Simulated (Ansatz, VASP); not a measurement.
**Cu in VASP and in Ansatz**

The input INCAR:

```
SYSTEM = Cu
PREC = Accurate
ENCUT = 520
EDIFF = 1E-6
ISMEAR = 0
SIGMA = 0.15
LREAL = .False.
LASPH = .True.
NELM = 80
ALGO = Fast
ISIF = 2
LWAVE = .False.
LCHARG = .False.
GGA = PE
NBANDS = 12
```

KPOINTS

```
Automatic mesh
0
Gamma
  24 24 24
  0 0 0
```

Contents of POSCAR:

```
Cu
1.0
    0.0000000000      1.9635717341      1.5315859526
    1.9635717341      0.0000000000      1.5315859526
    1.9635717341      1.9635717341      0.0000000000
Cu
1
Direct
    0.0000000000      0.0000000000      0.0000000000
```

Input for Ansatz:

```yaml
crystal:
  lattice:
    - [0.0, 1.9635717341, 1.5315859526]
    - [1.9635717341, 0.0, 1.5315859526]
    - [1.9635717341, 1.9635717341, 0.0]
  atoms:
    - { symbol: Cu, position: [0.0, 0.0, 0.0] }
basis:
  ecutwfc: 650.0
kpoints:
  mp_grid: { grid: [24, 24, 24] }
hamiltonian:
  xc: pbe
scf:
  occupations: { method: gaussian, width: 0.15 }
output:
  forces: true
  stress: true
  eigenvalues: true
```

Alike in both runs: task single point; functional PBE; k mesh 24 × 24 × 24; occupations gaussian, width 0.15 eV; no spin polarisation.

|  | VASP | Ansatz |
| --- | --- | --- |
| version | VASP 6.6.1 | Ansatz 0.2.0 |
| potentials or method | VASP PAW PBE potentials, release 64 (Cu), cutoff 520 eV | scalar-relativistic, plane waves, PAW |
| valence electrons in the cell | 11 | 19 |

VASP gave:

```
gap on the k mesh at the Fermi level (eV)                     : none
pressure (GPa)                                                : 3.2
traceless stress, the component that is largest in VASP (GPa) : 1.40
```

Which values does Ansatz return?

gap on the k mesh at the Fermi level (eV): none; pressure (GPa): 2.3; traceless stress, the component that is largest in VASP (GPa): 1.40.

A gap of «none» marks a metal or a gap that the smearing closes. VASP's potentials hold 11 valence electrons a cell and Ansatz's 19, so a difference there can come from the potentials and not from the codes.
